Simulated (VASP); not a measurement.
A run of VASP 6.6.1:

INCAR

```
PREC = Accurate ; ENCUT = 520
EDIFF = 1E-6 ; ISMEAR = -1
SIGMA = 0.05 ; LREAL = False
LASPH = True ; NELM = 100
ALGO = Fast ; ISIF = 2
LWAVE = False ; LCHARG = True
LELF = True ; LVHAR = True
NBANDS = 12
```

KPOINTS

```
Automatic mesh
0
Gamma
  12 12 12
```

File POSCAR:

```
Zn
1.0
   -1.5585062330      1.5585062330      1.5585062330
    1.5585062330     -1.5585062330      1.5585062330
    1.5585062330      1.5585062330     -1.5585062330
Zn
1
Direct
    0.0000000000      0.0000000000      0.0000000000
```

Potentials or basis: VASP PAW LDA potentials, release 64 (Zn).

Launch:

```bash
$ cat potpaw_LDA.64/Zn/POTCAR > POTCAR
$ mpirun -np 1 vasp_std > vasp.out
```

Hardware: 1 thread of AMD EPYC 7R43 64-Core Processor (Zen 3), with other jobs on the host.

Task: How long does it take, and how much memory?

Result: Wall time 11 s on 1 thread of AMD EPYC 7R43 64-Core Processor (Zen 3) (shared host), peak memory 0.09 GiB. Counts: scf iterations 11, k points 72.
